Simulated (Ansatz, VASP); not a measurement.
**Ge: VASP beside Ansatz**

```
CELL_PARAMETERS angstrom
0.00000 2.88064 2.88064
2.88064 0.00000 2.88064
2.88064 2.88064 0.00000
ATOMIC_POSITIONS crystal
Ge 0.00000 0.00000 0.00000
Ge 0.25000 0.25000 0.25000
```

Alike in both runs: functional PBE; k mesh 12 × 12 × 12; occupations gaussian, width 0.1 eV; no spin polarisation.

Ansatz relaxed the structure, and its values are those at the end. VASP's run is a single point on that final structure, the one shown.

|  | VASP | Ansatz |
| --- | --- | --- |
| version | VASP 6.6.1 | Ansatz 0.2.0 |
| potentials or method | VASP PAW PBE potentials, release 64 (Ge_d), cutoff 520 eV | scalar-relativistic, plane waves, PAW |
| valence electrons in the cell | 28 | 28 |

|  | VASP | Ansatz | Ansatz less VASP |
| --- | --- | --- | --- |
| gap on the k mesh at the Fermi level (eV) | none | none | - |
| pressure (GPa) | -0.1 | 0.0 | +0.05 |

A gap of «none» marks a metal or a gap that the smearing closes.
